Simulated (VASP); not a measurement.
**Rh: single point with PBEsol**

The system is Rh.

```
CELL_PARAMETERS angstrom
2.61796 0.00000 0.00000
-1.30898 2.26722 0.00000
0.00000 0.00000 8.55690
ATOMIC_POSITIONS crystal
Rh 0.00000 0.00000 0.00000
Rh 0.33333 0.66667 0.25000
Rh 0.00000 0.00000 0.50000
Rh 0.66667 0.33333 0.75000
```

| Property | Result |
| --- | --- |
| Program | VASP 6.6.1 |
| Task | single point |
| Functional | PBEsol |
| Potentials or basis | VASP PAW PBE potentials, release 64 (Rh_pv) |
| Cutoff | 520 eV |
| k mesh | 10 × 10 × 3 |
| Occupations | fermi-dirac, width 0.1 eV |
| Spin | no spin polarisation |

| Property | Result |
| --- | --- |
| Pressure | 22.0 GPa |
| Band gap on the k mesh | zero (band 30 reaches 14.27 eV, above the bottom of band 31 at 12.15 eV) |

Stress tensor (GPa, compression positive):
```
21.80  0.00  0.00
 0.00 21.80  0.00
 0.00  0.00 22.30
```

Levels at points of the mesh, in eV from the Fermi level:
```
           k point  band 27  band 28  band 29  band 30  band 31  band 32
(0.00, 0.00, 0.00)    -3.03    -1.66    -1.66    -0.99    -0.99    -0.41
(0.50, 0.00, 0.00)     0.63     0.67     0.75     0.94     0.94     0.99
```

Run time: 39 s on 1 thread of AMD EPYC 7R13 Processor (Zen 3), with other jobs on the host, peak memory 0.15 GiB.

Caveat: the PAW data sets were made with another functional, which shifts forces and pressure a little.
